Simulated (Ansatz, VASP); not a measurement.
## One calculation of As, two programs

```
As
1.0
     4.56640    0.00000    0.00000
    -2.28320    3.95462    0.00000
     0.00000    0.00000    2.83374
As
2
Cartesian
  0.0000 2.6364 0.0000
  2.2832 1.3182 0.0000
```

Alike in both runs: task single point; functional PBE; k mesh 4 × 4 × 5; occupations fermi-dirac, width 0.03 eV; no spin polarisation.

|  | VASP | Ansatz |
| --- | --- | --- |
| version | VASP 6.6.1 | Ansatz 0.2.0 |
| potentials or method | VASP PAW PBE potentials, release 64 (As), cutoff 500 eV | all-electron LAPW, scalar-relativistic |

|  | VASP | Ansatz | Ansatz less VASP |
| --- | --- | --- | --- |
| gap on the k mesh at the Fermi level (eV) | none | none | - |
| pressure (GPa) | -0.5 | -0.6 | -0.10 |
| traceless stress, the component that is largest in VASP (GPa) | 5.03 | 5.10 | +0.074 |

A gap of «none» marks a metal or a gap that the smearing closes. Ansatz ran all-electron here, and VASP with PAW potentials.

The k mesh is coarse, so the values compare programs but aren't converged. Noted on Ansatz's run: the k mesh is thin for a metal, which can move the energy by tens of meV per atom.
